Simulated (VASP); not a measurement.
A run of VASP 6.6.1 is set up as follows.

File INCAR:

```
SYSTEM = Si8O15
PREC     = Accurate       ! precision mode
ENCUT    = 520            ! plane-wave cutoff, eV
EDIFF    = 1E-7           ! SCF threshold, eV
ISMEAR   = 0              ! smearing method
SIGMA    = 0.02           ! smearing width, eV
LREAL    = .False.        ! projectors in reciprocal space
LASPH    = .True.         ! aspherical terms in the spheres
NELM     = 120            ! most SCF steps
ALGO     = Normal         ! electronic algorithm
ISIF     = 2              ! what is computed and relaxed
LWAVE    = .False.        ! write WAVECAR
LCHARG   = .False.        ! write CHGCAR
IBRION   = 2              ! ionic algorithm
NSW      = 80             ! ionic steps
EDIFFG   = -0.03          ! ionic threshold
GGA_COMPAT= .False.      
NELMIN   = 4            
KPAR     = 2            
NCORE    = 2
```

File KPOINTS:

```
Automatic mesh
0
Gamma
  2 2 2
  0 0 0
```

Contents of POSCAR:

```
Si8O15
1.0
   -0.2578880000      5.2562670000      5.8652090000
    5.1448570000     -0.0755360000      5.8652090000
    4.9010550000      5.3318030000      0.0000000000
Si O
8 15
Direct
    0.0610999900      0.0388300200      0.1753399900
    0.2431150400      0.6000050200      0.2510949600
    0.1814950500      0.9188050300      0.5588949400
    0.3407700100      0.1987600200      0.1518799700
    0.5611000000      0.5388300700      0.6753399400
    0.7431149600      0.1000051000      0.7510949600
    0.6814950500      0.4188050300      0.0588949400
    0.8407700200      0.6987600800      0.6518799200
    0.3234250200      0.6790250500      0.6599649500
    0.2469900300      0.4393800100      0.1604899600
    0.5614699700      0.4305801000      0.9221499500
    0.1980200100      0.1780700100      0.0631299800
    0.3236199800      0.0528300500      0.3991199800
    0.9818549500      0.0274751200      0.7463649500
    0.6750849900      0.3335050800      0.5861149500
    0.5834599300      0.1137501100      0.9957599600
    0.8234250200      0.1790250500      0.1599649500
    0.7469900500      0.9393800700      0.6604899100
    0.6980200300      0.6780700600      0.5631299300
    0.8236199900      0.5528301000      0.8991199300
    0.4818550400      0.5274750300      0.2463649500
    0.1750850800      0.8335049900      0.0861149500
    0.0614700600      0.9305800100      0.4221499500
```

Potentials or basis: VASP PAW LDA potentials, release 64 (Si, O).

Command:

```console
$ cat potpaw_LDA.64/Si/POTCAR potpaw_LDA.64/O/POTCAR > POTCAR
$ mpirun -np 4 vasp_std > vasp.out
```

Problem. Estimate the band gap on the k mesh.

Solution. 4.19 eV.

Problem. What does it give for the energy gained by relaxing?

Solution. 64.9 meV/atom.

Step by step:
| step | energy change (eV) | largest force (eV/Å) | pressure (GPa) |
| --- | --- | --- | --- |
| 1 | 0.0000 | 2.7510 | 0.36 |
| 3 | -0.7015 | 2.0891 | -0.96 |
| 5 | -1.0172 | 1.4168 | -1.95 |
| 7 | -1.1866 | 0.8012 | -2.54 |
| 9 | -1.2716 | 0.6114 | -3.09 |
| 11 | -1.3280 | 0.5821 | -3.25 |
| 13 | -1.3660 | 0.5256 | -2.95 |
| 15 | -1.4000 | 0.4389 | -2.44 |
| 17 | -1.4239 | 0.3782 | -2.30 |
| 19 | -1.4443 | 0.3588 | -2.59 |
| 21 | -1.4540 | 0.2441 | -2.89 |
| 23 | -1.4614 | 0.2495 | -3.15 |
| 25 | -1.4684 | 0.1817 | -3.28 |
| 27 | -1.4743 | 0.1977 | -3.15 |
| 29 | -1.4779 | 0.1456 | -3.00 |
| 31 | -1.4813 | 0.1468 | -2.90 |
| 33 | -1.4845 | 0.1430 | -2.95 |
| 35 | -1.4871 | 0.1121 | -3.07 |
| 37 | -1.4886 | 0.0841 | -3.12 |
| 39 | -1.4900 | 0.0832 | -3.12 |
| 41 | -1.4908 | 0.0635 | -3.09 |
| 43 | -1.4915 | 0.0773 | -3.07 |
| 45 | -1.4920 | 0.0628 | -3.07 |
| 47 | -1.4925 | 0.0466 | -3.09 |
| 49 | -1.4928 | 0.0391 | -3.11 |
| 51 | -1.4930 | 0.0371 | -3.13 |
| 52 | -1.4932 | 0.0238 | -3.13 |

Caveat: the k points lie up to 0.51 Å⁻¹ apart.
